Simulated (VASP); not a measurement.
Runs of VASP 6.6.1 on MgO. The structure is that of space group Fm-3m (No. 225), or close to it. The cells are those of the table. 

```tsv
task	cell	cutoff (eV)	smearing	gap on the mesh (eV)	pressure (GPa)
dielectric tensor	a = 2.982 Å, angles 60.0°, 2 atoms	520	gaussian 0.01 eV	4.60	-
relaxation of cell and atoms	relaxed from a = 2.982 Å, angles 60.0°, 2 atoms	600	fermi-dirac 0.02 eV	(a)	0.0
single point	a = 2.980 Å, angles 60.0°, 2 atoms	600	fermi-dirac 0.02 eV	4.62	-0.8
electric field gradients	a = 2.982 Å, angles 60.0°, 2 atoms	520	fermi-dirac 0.02 eV	4.60	-0.8
```

Alike in all rows: level PBEsol; potentials or basis VASP PAW PBE potentials, release 64 (Mg, O); no spin polarisation; k mesh 9 × 9 × 9.

Question: Estimate the missing entries.

Answer: (a) 4.67.

Caveats: the PAW data sets were made with another functional, which shifts forces and pressure a little.

